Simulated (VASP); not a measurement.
Runs of VASP 6.6.1 on ZnS (zincblende type). The structure is that of space group F-43m (No. 216), or close to it. The cells are those of the table. 

| task | cell | cutoff (eV) | gap on the mesh (eV) | pressure (GPa) |
| --- | --- | --- | --- | --- |
| single point | a = 3.652 Å, angles 60.0°, 2 atoms | 520 | 3.33 | 13.4 |
| relaxation of cell and atoms | relaxed from a = 3.798 Å, angles 60.0°, 2 atoms | 600 | 2.71 | 0.0 |
| single point | a = 3.122 Å, angles 60.0°, 2 atoms | 520 | (c) | 174.6 |
| single point | a = 3.537 Å, angles 60.0°, 2 atoms | 520 | 3.11 | 28.8 |
| single point | a = 3.415 Å, angles 60.0°, 2 atoms | 520 | 2.76 | (a) |
| single point | a = 3.733 Å, angles 60.0°, 2 atoms | 520 | 3.01 | (b) |
| single point | a = 3.811 Å, angles 60.0°, 2 atoms | 520 | 2.71 | 0.0 |

Alike in all rows: level r2SCAN; potentials or basis VASP PAW PBE potentials, release 64 (Zn, S); no spin polarisation; k mesh 12 × 12 × 12; smearing fermi-dirac 0.05 eV.

Q: Fill in the values left out.

A: (a) 53.3; (b) 5.6; (c) 1.72.

Caveats: the PAW data sets were made with another functional, which shifts forces and pressure a little; the cell stands under pressure (at least some runs).

A k mesh can miss the band edges.
